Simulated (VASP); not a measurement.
Input of a VASP 6.6.1 run:

File POSCAR:

```
C
1.0
    2.3419446424     -1.5478462523      0.0000000000
    2.3419446424      1.5478462523      0.0000000000
    0.0000000000      0.0000000000      6.3140506141
C
4
Direct
    0.8500000000      0.1500000000      0.1170000000
    0.6500000000      0.3500000000      0.6170000000
    0.1500000000      0.8500000000      0.8830000000
    0.3500000000      0.6500000000      0.3830000000
```

INCAR.step1

```
PREC     = Accurate       # precision mode
ENCUT    = 600            # plane-wave cutoff, eV
ISMEAR   = 0              # smearing method
SIGMA    = 0.1            # smearing width, eV
LREAL    = F              # projectors in reciprocal space
LASPH    = T              # aspherical terms in the spheres
NELM     = 100            # most SCF steps
GGA      = PE             # functional
ALGO     = Normal         # electronic algorithm
EDIFF    = 1E-4           # SCF threshold, eV
LWAVE    = T              # write WAVECAR
LCHARG   = F              # write CHGCAR
```

The input INCAR.step2:

```
PREC     = Accurate       # precision mode
ENCUT    = 600            # plane-wave cutoff, eV
EDIFF    = 1E-6           # SCF threshold, eV
ISMEAR   = 0              # smearing method
SIGMA    = 0.1            # smearing width, eV
LREAL    = F              # projectors in reciprocal space
LASPH    = T              # aspherical terms in the spheres
NELM     = 100            # most SCF steps
ALGO     = Normal         # electronic algorithm
ISIF     = 3              # what is computed and relaxed
LWAVE    = F              # write WAVECAR
LCHARG   = F              # write CHGCAR
METAGGA  = R2SCAN         # meta-GGA
LMIXTAU  = T            
IBRION   = 2              # ionic algorithm
NSW      = 90             # ionic steps
EDIFFG   = -0.04          # ionic threshold
ISTART   = 1
```

Contents of KPOINTS:

```
Automatic mesh
0
Gamma
  6 6 4
```

Potentials or basis: VASP PAW PBE potentials, release 64 (C).

The run is started by

```console
$ cat potpaw_PBE.64/C/POTCAR > POTCAR
$ cp INCAR.step1 INCAR
$ mpirun -np 1 vasp_std > vasp.out
$ cp INCAR.step2 INCAR
$ mpirun -np 1 vasp_std > vasp.out
```

Question: Predict the space group after relaxing (to 0.05 Å).

Answer: Fmmm (No. 69).

Question: Estimate the band gap on the k mesh.

Answer: 0.32 eV, indirect (least direct gap 0.62 eV).

Question: Predict the relaxed volume.

Answer: 8.32 Å³/atom.

Final structure:
```cif
data_structure
_symmetry_space_group_name_H-M 'P 1'
_symmetry_Int_Tables_number 1
_cell_length_a 3.4133
_cell_length_b 3.4133
_cell_length_c 4.2543
_cell_angle_alpha 90.000
_cell_angle_beta 90.000
_cell_angle_gamma 42.182
_cell_volume 33.28
loop_
_atom_site_label
_atom_site_type_symbol
_atom_site_fract_x
_atom_site_fract_y
_atom_site_fract_z
_atom_site_occupancy
C1 C 0.99976 0.00024 0.16694 1
C2 C 0.50024 0.49976 0.66694 1
C3 C 0.00024 0.99976 0.83306 1
C4 C 0.49976 0.50024 0.33306 1
```

Caveat: the volume moved by over 15 % at a fixed basis, so the end points are rough; the PAW data sets were made with another functional, which shifts forces and pressure a little. A k mesh can miss the band edges.
